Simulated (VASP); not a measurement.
Set up this calculation in VASP 6.6.1, as the native input.

```
Task                   : single point
Functional             : r2SCAN
Potentials or basis    : VASP PAW PBE potentials, release 64 (Rb_sv, Br)
Cutoff                 : 520 eV
k mesh                 : 6 × 6 × 6
Occupations            : gaussian, width 0.01 eV
Spin                   : no spin polarisation
Dipole correction      : no
Further INCAR settings : ALGO = Normal; EDIFF = 1e-06; NBANDS = 15
```

Crystal: RbBr.

```
Rb Br
1.0
    -0.03018    3.86950    3.86950
     3.86950   -0.03018    3.86950
     3.83931    3.83931    0.00000
Rb Br
1 1
Direct
  0.99825 0.99825 0.00175
  0.25175 0.25175 0.24825
```

This cell differs from its parent crystal: shear xy strain -1.6%.

The input as run:

POSCAR

```
RbBr
1.0
   -0.0301820755      3.8694968646      3.8694968646
    3.8694968646     -0.0301820755      3.8694968646
    3.8393147891      3.8393147891      0.0000000000
Rb Br
1 1
Direct
   -0.0017503493     -0.0017503493      0.0017503493
    0.2517503493      0.2517503493      0.2482496507
```

INCAR.step1

```
SYSTEM = RbBr
  PREC = Accurate
  ENCUT = 520
  ISMEAR = 0
  SIGMA = 0.01
  LREAL = .False.
  LASPH = .True.
  NELM = 60
  NBANDS = 15
  GGA = PE
  ALGO = Normal
  EDIFF = 1E-4
  LWAVE = .True.
  LCHARG = .False.
```

INCAR.step2

```
SYSTEM = RbBr
  PREC = Accurate
  ENCUT = 520
  EDIFF = 1E-6
  ISMEAR = 0
  SIGMA = 0.01
  LREAL = .False.
  LASPH = .True.
  NELM = 60
  ALGO = Normal
  ISIF = 2
  LWAVE = .False.
  LCHARG = .False.
  METAGGA = R2SCAN
  LMIXTAU = .True.
  NBANDS = 15
  ISTART = 1
```

KPOINTS

```
Automatic mesh
0
Gamma
  6 6 6
  0 0 0
```

Potentials or basis: VASP PAW PBE potentials, release 64 (Rb_sv, Br).

Run with:

```console
$ cat potpaw_PBE.64/Rb_sv/POTCAR potpaw_PBE.64/Br/POTCAR > POTCAR
$ cp INCAR.step1 INCAR
$ mpirun -np 1 vasp_std > vasp.out
$ cp INCAR.step2 INCAR
$ mpirun -np 1 vasp_std > vasp.out
```

Results of the run:

```
Pressure               : 0.0 GPa
Band gap on the k mesh : 4.64 eV, indirect (least direct gap 4.73 eV)
```

Caveat: the cell differs from its parent crystal (shear xy strain -1.6%); the PAW data sets were made with another functional, which shifts forces and pressure a little.

It took 2.6 min on 1 thread of Intel(R) Xeon(R) 6975P-C (Granite Rapids), on a shared host, peak memory 0.32 GiB.
